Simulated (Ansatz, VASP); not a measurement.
ZnO: VASP beside Ansatz

```
CELL_PARAMETERS angstrom
3.24931 0.00000 0.00000
-1.62465 2.81398 0.00000
0.00000 0.00000 5.20571
ATOMIC_POSITIONS crystal
Zn 0.33333 0.66667 0.49909
Zn 0.66667 0.33333 0.99909
O 0.66667 0.33333 0.37992
O 0.33333 0.66667 0.87992
```

Alike in both runs: functional PBEsol; k mesh 8 × 8 × 5; occupations fermi-dirac, width 0.02 eV; no spin polarisation.

Ansatz relaxed the structure, and its values are those at the end. VASP's run is a single point on that final structure, the one shown.

```csv
,VASP,Ansatz
version,VASP 6.6.1,Ansatz 0.2.0
potentials or method,"VASP PAW PBE potentials, release 64 (Zn, O)","plane-wave PAW, scalar-relativistic"
plane-wave cutoff (eV),600,420
valence electrons in the cell,36,36
```

```tsv
	VASP	Ansatz	Ansatz less VASP
pressure (GPa)	-0.9	-1.5	-0.60
```

VASP's potentials were made for PBE, not for PBEsol. Ansatz's warnings: stress scf threshold loose.
